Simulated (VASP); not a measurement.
Wanted: the native input for a VASP 6.6.1 run.

```yaml
Task: single point
Functional: LDA
Potentials_or_basis: VASP PAW LDA potentials, release 64 (Sc_sv, Nb_sv)
Cutoff: 500 eV
k_mesh: 3 × 3 × 1
Occupations: gaussian, width 0.1 eV
Spin: no spin polarisation
Dipole_correction: no
Further_INCAR_settings: ALGO = Normal; EDIFF = 1e-06; NBANDS = 19
```

The structure of ScNb lies in POSCAR:

```
ScNb
1.0
    3.0656443612      0.0000000000      0.0000000000
   -1.5328221806      2.6549258957      0.0000000000
    0.0000000000      0.0000000000      5.0721940000
Sc Nb
1 1
Direct
    0.0000000000      0.0000000000      0.0000000000
    0.3985724728      0.6666666667      0.5000000000
```

One way to write it, as run:

INCAR

```
SYSTEM = ScNb
PREC     = Accurate       ! precision mode
ENCUT    = 500            ! plane-wave cutoff, eV
EDIFF    = 1E-6           ! SCF threshold, eV
ISMEAR   = 0              ! smearing method
SIGMA    = 0.1            ! smearing width, eV
LREAL    = .FALSE.        ! projectors in reciprocal space
LASPH    = .TRUE.         ! aspherical terms in the spheres
NELM     = 120            ! most SCF steps
ALGO     = Normal         ! electronic algorithm
ISIF     = 2              ! what is computed and relaxed
LWAVE    = .FALSE.        ! write WAVECAR
LCHARG   = .FALSE.        ! write CHGCAR
NBANDS   = 19             ! bands
GGA_COMPAT= .FALSE.
```

KPOINTS

```
Automatic mesh
0
G
  3 3 1
  0 0 0
```

Potentials or basis: VASP PAW LDA potentials, release 64 (Sc_sv, Nb_sv).

The run is started by

```console
$ cat potpaw_LDA.64/Sc_sv/POTCAR potpaw_LDA.64/Nb_sv/POTCAR > POTCAR
$ mpirun -np 1 vasp_std > vasp.out
```

Results of the run:

* Pressure: -7.9 GPa
* Largest force: 0.805 eV/Å
* Band gap on the k mesh: zero (bands 12 and 13 overlap by 0.91 eV)

Caveat: the k points lie up to 1.24 Å⁻¹ apart, too coarse for converged energies and pressures of a metal.

It took 7.5 s on 1 thread of Intel Xeon 8259CL, with other jobs on the host, peak memory 0.14 GiB.
